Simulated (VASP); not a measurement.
Here is a VASP 6.6.1 calculation.

INCAR

```
SYSTEM = RbTaAs2
ALGO = Normal ; EDIFF = 1E-7
EDIFFG = -0.01 ; ENCUT = 600
GGA = PE ; IBRION = 2
ISIF = 3 ; ISMEAR = 0
LASPH = .True. ; LCHARG = .False.
LREAL = .False. ; LWAVE = .False.
NELM = 60 ; NSW = 100
PREC = Accurate ; SIGMA = 0.1
```

File KPOINTS:

```
k-points
0
Gamma
  12 12 8
  0 0 0
```

Contents of POSCAR:

```
RbTaAs2
1.0
    5.2648824740      0.0000000000      0.0000000000
   -2.6324412370      4.5595219704      0.0000000000
    0.0000000000      0.0000000000      5.9500874607
Rb Ta As
1 1 2
Direct
    0.0000000000      0.0000000000      0.0000000000
    0.0000000000      0.0000000000      0.5000000000
    0.3333333333      0.6666666667      0.0000000000
    0.6666666667      0.3333333333      0.0000000000
```

Potentials or basis: VASP PAW PBE potentials, release 64 (Rb_sv, Ta_pv, As).

Command:

```bash
$ cat potpaw_PBE.64/Rb_sv/POTCAR potpaw_PBE.64/Ta_pv/POTCAR potpaw_PBE.64/As/POTCAR > POTCAR
$ mpirun -np 1 vasp_std > vasp.out
```

(1) What does it give for the relaxed cell?

(2) What does it give for the relaxed volume?

Answers

(1) a = 5.268 Å, b = 5.268 Å, c = 5.949 Å, α = 90.00°, β = 90.00°, γ = 120.00°.

(2) 35.74 Å³/atom.
